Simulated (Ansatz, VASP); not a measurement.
**BaLa2Mg2: VASP beside Ansatz**

```
Mg La Ba
1.0
     4.91594    0.00000    0.00000
    -2.45797    4.25733    0.00000
     0.00000    0.00000    8.18975
Mg La Ba
2 2 1
Cartesian
  -0.0002 2.8384 5.1481
  2.4582 1.4190 3.0417
  -0.0002 2.8384 2.1056
  2.4582 1.4190 6.0842
  0.0000 0.0000 0.0000
```

Alike in both runs: task single point; functional PBE; k mesh 8 × 8 × 4; no spin polarisation.

```csv
,VASP,Ansatz
version,VASP 6.6.1,Ansatz 0.2.0
potentials or method,"VASP PAW PBE potentials, release 64 (Mg, La, Ba_sv), cutoff 520 eV",PAW plane waves
occupations,"fermi-dirac, width 0.1 eV",fermi-dirac
valence electrons in the cell,36,52
```

|  | VASP | Ansatz | Ansatz less VASP |
| --- | --- | --- | --- |
| pressure (GPa) | 4.9 | 4.8 | -0.17 |
| traceless stress, the component that is largest in VASP (GPa) | -0.99 | -0.99 | 0.000 |
| rms of the force components (eV/Å) | 0.313 | 0.329 | +0.0158 |

Atom by atom the forces differ by 0.019 eV/Å (rms over components). VASP's potentials hold 36 valence electrons a cell and Ansatz's 52, so a difference there can come from the potentials and not from the codes. Ansatz's warnings: structure snapped to symmetry.

Neither program's run includes spin-orbit coupling.
